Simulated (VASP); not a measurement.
A run of VASP 6.6.1 is set up as follows.

File INCAR:

```
SYSTEM = TiB2
ALGO = Normal ; EDIFF = 1E-6
EDIFFG = -0.005 ; ENCUT = 600
GGA = PS ; IBRION = 2
ISIF = 3 ; ISMEAR = 0
LASPH = .True. ; LCHARG = .False.
LREAL = .False. ; LWAVE = .False.
NELM = 100 ; NSW = 100
PREC = Accurate ; SIGMA = 0.1
```

Contents of KPOINTS:

```
k-points
0
Gamma
  15 15 14
  0 0 0
```

File POSCAR:

```
TiB2
1.0
    3.0292000000      0.0000000000      0.0000000000
   -1.5146000000      2.6233641531      0.0000000000
    0.0000000000      0.0000000000      3.2284000000
Ti B
1 2
Direct
    0.0000000000      0.0000000000      0.0000000000
    0.3333333333      0.6666666667      0.5000000000
    0.6666666667      0.3333333333      0.5000000000
```

Potentials or basis: VASP PAW PBE potentials, release 64 (Ti_sv, B).

Run with:

```sh
$ cat potpaw_PBE.64/Ti_sv/POTCAR potpaw_PBE.64/B/POTCAR > POTCAR
$ mpirun -np 1 vasp_std > vasp.out
```

Problem. Estimate the relaxed volume.

Solution. 8.38 Å³/atom.

Problem. Predict the space group after relaxing (to 0.05 Å).

Solution. P6/mmm (No. 191).

Problem. Predict the relaxed cell.

Solution. a = 3.019 Å, b = 3.019 Å, c = 3.185 Å, α = 90.00°, β = 90.00°, γ = 120.00°.

Final structure:
```xyz
3
Lattice="3.0191 0.0000 0.0000 -1.5095 2.6146 0.0000 0.0000 0.0000 3.1851" Properties=species:S:1:pos:R:3 pbc="T T T"
Ti    1.5095    2.6146    0.0000
B     0.0000    1.7431    1.5925
B     1.5095    0.8715    1.5925
```

Caveat: the PAW data sets were made with another functional, which shifts forces and pressure a little.
